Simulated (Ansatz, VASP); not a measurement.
# KTaO3: VASP beside Ansatz

The input INCAR:

```
SYSTEM = KTaO3
PREC = Accurate ; ENCUT = 600
EDIFF = 1E-6 ; ISMEAR = -1
SIGMA = 0.05 ; LREAL = .False.
LASPH = .True. ; NELM = 100
ALGO = Normal ; ISIF = 3
LWAVE = .False. ; LCHARG = .False.
GGA = RE ; IBRION = 2
NSW = 60 ; EDIFFG = -0.01
```

Contents of KPOINTS:

```
regular mesh
0
Gamma
  7 7 7
  0 0 0
```

File POSCAR:

```
KTaO3
1.0
    3.9883000000      0.0000000000      0.0000000000
    0.0000000000      3.9883000000      0.0000000000
    0.0000000000      0.0000000000      3.9883000000
Ta K O
1 1 3
Direct
    0.0000000000      0.0000000000      0.0000000000
    0.5000000000      0.5000000000      0.5000000000
    0.0000000000      0.0000000000      0.5000000000
    0.0000000000      0.5000000000      0.0000000000
    0.5000000000      0.0000000000      0.0000000000
```

The input input.yaml:

```yaml
crystal:
  lattice:
    - [3.9883, 0.0, 0.0]
    - [0.0, 3.9883, 0.0]
    - [0.0, 0.0, 3.9883]
  atoms:
    - { symbol: Ta, position: [0.0, 0.0, 0.0] }
    - { symbol: K, position: [0.5, 0.5, 0.5] }
    - { symbol: O, position: [0.0, 0.0, 0.5] }
    - { symbol: O, position: [0.0, 0.5, 0.0] }
    - { symbol: O, position: [0.5, 0.0, 0.0] }
hamiltonian:
  xc: revpbe
  pseudopotentials: { kind: paw }
kpoints:
  mp_grid: { grid: [7, 7, 7] }
scf:
  occupations: { method: fermi_dirac, width: 0.05 }
output:
  forces: true
  stress: true
relax:
  f_tol: 0.01
  max_steps: 40
  cell: { stress_tol: 0.05 }
```

Alike in both runs: task relaxation of cell and atoms; functional revPBE; k mesh 7 × 7 × 7; occupations fermi-dirac, width 0.05 eV; no spin polarisation.

|  | VASP | Ansatz |
| --- | --- | --- |
| version | VASP 6.6.1 | Ansatz 0.2.0 |
| potentials or method | VASP PAW PBE potentials, release 64 (Ta_pv, K_sv, O) | Ansatz PAW |
| plane-wave cutoff (eV) | 600 | 420 |
| valence electrons in the cell | 38 | 40 |

Ansatz gave:

- relaxed volume (Å³/atom): 13.26
- relaxed length of the cell vector where the two differ most in proportion (Å): 4.047

Q: Estimate VASP's values.

A: Relaxed volume (Å³/atom): 13.29; relaxed length of the cell vector where the two differ most in proportion (Å): 4.051.

VASP's potentials were made for PBE, not for revPBE. VASP's potentials hold 38 valence electrons a cell and Ansatz's 40, so a difference there can come from the potentials and not from the codes.

Spin-orbit coupling is off throughout. Noted on Ansatz's run: odd divisions of the mesh miss points on the zone boundary, where band edges often lie, so the gap on the mesh can be too wide; the plane-wave basis is chosen anew once the cell has moved, so the energies of steps on either side of that aren't comparable.
